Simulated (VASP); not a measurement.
Here is a VASP 6.6.1 calculation.

File INCAR:

```
PREC = Accurate
ENCUT = 520
EDIFF = 1E-6
ISMEAR = 0
SIGMA = 0.01
LREAL = F
LASPH = T
NELM = 100
ALGO = Normal
ISIF = 2
LWAVE = F
LCHARG = T
GGA = PS
IVDW = 12
LELF = T
LVHAR = T
NBANDS = 14
```

Contents of KPOINTS:

```
Automatic mesh
0
Gamma
  4 4 4
```

File POSCAR:

```
NaF
1.0
    0.0042871215      2.3372825363      2.3394761802
    2.3512857976     -0.0243804992      2.3681538176
    2.3073828690      2.3220572451      0.0195224293
Na F
1 1
Direct
    0.0004400000      0.0308300000      0.9720700000
    0.4830400000      0.5162400000      0.5339200000
```

Potentials or basis: VASP PAW PBE potentials, release 64 (Na_pv, F).

The run is started by

```bash
$ cat potpaw_PBE.64/Na_pv/POTCAR potpaw_PBE.64/F/POTCAR > POTCAR
$ mpirun -np 1 vasp_std > vasp.out
```

Task: Predict the band gap on the k mesh.

Result: 5.99 eV, direct.

Task: Estimate the pressure.

Result: -2.8 GPa.

Task: Estimate the largest force.

Result: 0.330 eV/Å.

Task: Estimate the dispersion energy per atom.

Result: -0.158 eV.

Stress tensor (GPa, compression positive):
```
-2.16  0.20 -0.37
 0.20 -2.77  0.28
-0.37  0.28 -3.34
```

Caveat: the k points lie up to 0.59 Å⁻¹ apart; three body term missing; the PAW data sets were made with another functional, which shifts forces and pressure a little. A hybrid or GW would open this gap; PBEsol tends to underestimate it.
